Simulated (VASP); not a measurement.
**Cu4Ni: single point with PBE**

Crystal: Cu4Ni.

```
CELL_PARAMETERS angstrom
2.53877 0.00000 0.00000
-1.26938 2.19864 0.00000
0.00000 0.00000 20.96984
ATOMIC_POSITIONS crystal
Cu 0.33333 0.66667 0.05060
Cu 0.33333 0.66667 0.44940
Cu 0.33333 0.66667 0.65160
Cu 0.33333 0.66667 0.84840
Cu 0.66667 0.33333 0.15160
Cu 0.66667 0.33333 0.34840
Cu 0.66667 0.33333 0.55060
Cu 0.66667 0.33333 0.94940
Ni 0.33333 0.66667 0.25000
Ni 0.66667 0.33333 0.75000
```

- Program: VASP 6.6.1
- Task: single point
- Functional: PBE
- Potentials or basis: VASP PAW PBE potentials, release 64 (Cu, Ni)
- Cutoff: 520 eV
- k mesh: 18 × 18 × 2
- Occupations: gaussian, width 0.1 eV
- Spin: no spin polarisation

```yaml
Pressure: 0.5 GPa
Largest_force: 0.010 eV/Å
Band_gap_on_the_k_mesh: zero (bands 54 and 55 overlap by 5.03 eV)
```

Forces on the atoms (eV/Å):
```
Cu   0.000  0.000 -0.001
Cu   0.000  0.000  0.001
Cu   0.000  0.000  0.010
Cu   0.000  0.000 -0.010
Cu   0.000  0.000  0.010
Cu   0.000  0.000 -0.010
Cu   0.000  0.000 -0.001
Cu   0.000  0.000  0.001
Ni   0.000  0.000  0.000
Ni   0.000  0.000  0.000
```

Levels at points of the mesh, in eV from the Fermi level:
| k point | band 53 | band 54 | band 55 | band 56 | band 57 | band 58 |
| --- | --- | --- | --- | --- | --- | --- |
| (0.00, 0.00, 0.00) | -1.30 | -1.30 | -1.30 | -0.85 | -0.37 | -0.37 |
| (0.50, 0.00, 0.00) | 0.29 | 0.54 | 0.62 | 1.14 | 1.26 | 1.57 |
| (0.00, 0.00, 0.50) | -1.30 | -1.30 | -1.22 | -1.22 | -0.37 | -0.37 |
| (0.50, 0.00, 0.50) | 0.54 | 0.54 | 0.78 | 0.78 | 1.48 | 1.48 |

Run time: 15 min on 1 thread of Intel(R) Xeon(R) Platinum 8488C (Sapphire Rapids) (shared host), peak memory 0.53 GiB.

Spin polarisation is off, so any magnetic state and its effect on volume and gap are missing.
